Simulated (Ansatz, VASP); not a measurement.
TlBr: VASP beside Ansatz

Contents of INCAR:

```
SYSTEM = TlBr
PREC     = Accurate       ! precision mode
ENCUT    = 400            ! plane-wave cutoff, eV
EDIFF    = 1E-8           ! SCF threshold, eV
ISMEAR   = -1             ! smearing method
SIGMA    = 0.03           ! smearing width, eV
LREAL    = .FALSE.        ! projectors in reciprocal space
LASPH    = .TRUE.         ! aspherical terms in the spheres
NELM     = 120            ! most SCF steps
ALGO     = Normal         ! electronic algorithm
ISIF     = 2              ! what is computed and relaxed
LWAVE    = .FALSE.        ! write WAVECAR
LCHARG   = .FALSE.        ! write CHGCAR
GGA      = PE             ! functional
LEFG     = .TRUE.       
NBANDS   = 17             ! bands
GGA_COMPAT= .FALSE.
```

The input KPOINTS:

```
regular mesh
0
G
  8 8 8
  0 0 0
```

POSCAR

```
TlBr
1.0
    3.9298962480      0.0000000000      0.0000000000
    0.0000000000      3.9298962480      0.0000000000
    0.0000000000      0.0000000000      3.9298962480
Tl Br
1 1
Direct
    0.0000000000      0.0000000000      0.0000000000
    0.5000000000      0.5000000000      0.5000000000
```

Input for Ansatz:

```yaml
crystal:
  lattice:
    - [3.929896248, 0.0, 0.0]
    - [0.0, 3.929896248, 0.0]
    - [0.0, 0.0, 3.929896248]
  atoms:
    - { symbol: Tl, position: [0.0, 0.0, 0.0] }
    - { symbol: Br, position: [0.5, 0.5, 0.5] }
kpoints:
  mp_grid: { grid: [8, 8, 8] }
scf:
  occupations: { method: fermi_dirac, width: 0.03 }
hamiltonian:
  xc: pbe
  pseudopotentials: { kind: paw }
output:
  forces: true
  stress: true
  eigenvalues: true
  efg: { contact_densities: true }
```

Change from the starting cell: volume scaled by 0.97, PAW files.

Alike in both runs: task electric field gradients; functional PBE; k mesh 8 × 8 × 8; occupations fermi-dirac, width 0.03 eV; no spin polarisation.

|  | VASP | Ansatz |
| --- | --- | --- |
| version | VASP 6.6.1 | Ansatz 0.2.0 |
| potentials or method | VASP PAW PBE potentials, release 64 (Tl_d, Br) | PAW with Ansatz's default frozen-core files, scalar-relativistic |
| plane-wave cutoff (eV) | 400 | 420 |
| valence electrons in the cell | 20 | 20 |

VASP gave:

```
gap on the k mesh at the Fermi level (eV) : 1.76
pressure (GPa)                            : 2.2
```

Task: What did Ansatz give for the same quantities?

Result: gap on the k mesh at the Fermi level (eV): 1.75; pressure (GPa): 2.3.

The functional is the same, so the differences come from potentials, cutoffs and numerics.

Neither program's run includes spin-orbit coupling.
